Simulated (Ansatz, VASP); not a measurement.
# SrO in VASP and in Ansatz

```
CELL_PARAMETERS angstrom
0.00000 2.53218 2.53218
2.53218 0.00000 2.53218
2.53218 2.53218 0.00000
ATOMIC_POSITIONS crystal
Sr 0.00000 0.00000 0.00000
O 0.50000 0.50000 0.50000
```

Alike in both runs: task single point; functional LDA; k mesh 6 × 6 × 6; no spin polarisation.

```csv
,VASP,Ansatz
version,VASP 6.6.1,Ansatz 0.2.0
potentials or method,"VASP PAW LDA potentials, release 64 (Sr_sv, O), cutoff 600 eV","scalar-relativistic, plane waves, PAW"
occupations,"gaussian, width 0.01 eV",fixed
valence electrons in the cell,16,16
```

Ansatz gave:

| Property | Result |
| --- | --- |
| gap on the k mesh at the Fermi level (eV) | 3.12 |
| least direct gap on the mesh (eV) | 3.16 |

Q: Estimate VASP's values.

A: gap on the k mesh at the Fermi level (eV): 3.06; least direct gap on the mesh (eV): 3.11.

LDA's correlation is that of Perdew and Zunger in VASP and of Perdew and Wang (1992) in Ansatz.
